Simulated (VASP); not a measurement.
A run of VASP 6.6.1:

The input POSCAR:

```
CaO
1.0
    0.0000000000      2.3975473891      2.3975473891
    2.3975473891      0.0000000000      2.3975473891
    2.3975473891      2.3975473891      0.0000000000
Ca O
1 1
Direct
    0.0000000000      0.0000000000      0.0000000000
    0.5000000000      0.5000000000      0.5000000000
```

INCAR.step1

```
SYSTEM = CaO
ALGO = Normal
EDIFF = 1E-8
ENCUT = 500
GGA = PE
ISMEAR = 0
LASPH = .TRUE.
LCHARG = .FALSE.
LREAL = .FALSE.
LWAVE = .TRUE.
NELM = 80
PREC = Accurate
SIGMA = 0.01
```

Contents of INCAR.step2:

```
SYSTEM = CaO
ALGO = Exact
EDIFF = 1E-8
ENCUT = 500
GGA = PE
ISMEAR = 0
ISTART = 1
LASPH = .TRUE.
LCHARG = .FALSE.
LOPTICS = .TRUE.
LREAL = .FALSE.
LWAVE = .TRUE.
NBANDS = 198
NELM = 1
PREC = Accurate
SIGMA = 0.01
```

INCAR.step3

```
SYSTEM = CaO
ALGO = EVGW0
EDIFF = 1E-8
ENCUT = 500
ENCUTGW = 200
GGA = PE
ISMEAR = 0
ISTART = 1
LASPH = .TRUE.
LCHARG = .FALSE.
LREAL = .FALSE.
LWAVE = .FALSE.
NBANDS = 198
NBANDSGW = 16
NELMGW = 1
NOMEGA = 96
OMEGAMAX = 20
PREC = Accurate
PRECFOCK = Fast
SIGMA = 0.01
```

Contents of KPOINTS:

```
k-points
0
G
  4 4 4
  0 0 0
```

Potentials or basis: VASP PAW PBE potentials, release 64 (Ca_sv_GW, O_GW).

Launch:

```sh
$ cat potpaw_PBE.64/Ca_sv_GW/POTCAR potpaw_PBE.64/O_GW/POTCAR > POTCAR
$ cp INCAR.step1 INCAR
$ mpirun -np 1 vasp_std > vasp.out
$ cp INCAR.step2 INCAR
$ mpirun -np 1 vasp_std > vasp.out
$ cp INCAR.step3 INCAR
$ mpirun -np 1 vasp_std > vasp.out
```

Hardware: 1 thread of Intel(R) Xeon(R) 6975P-C (Granite Rapids), with other jobs on the host.

Problem. Estimate the wall time of this run.

Solution. Run time: 74 s on 1 thread of Intel(R) Xeon(R) 6975P-C (Granite Rapids), on a shared host, peak memory 0.41 GiB. Counts: k points 8.
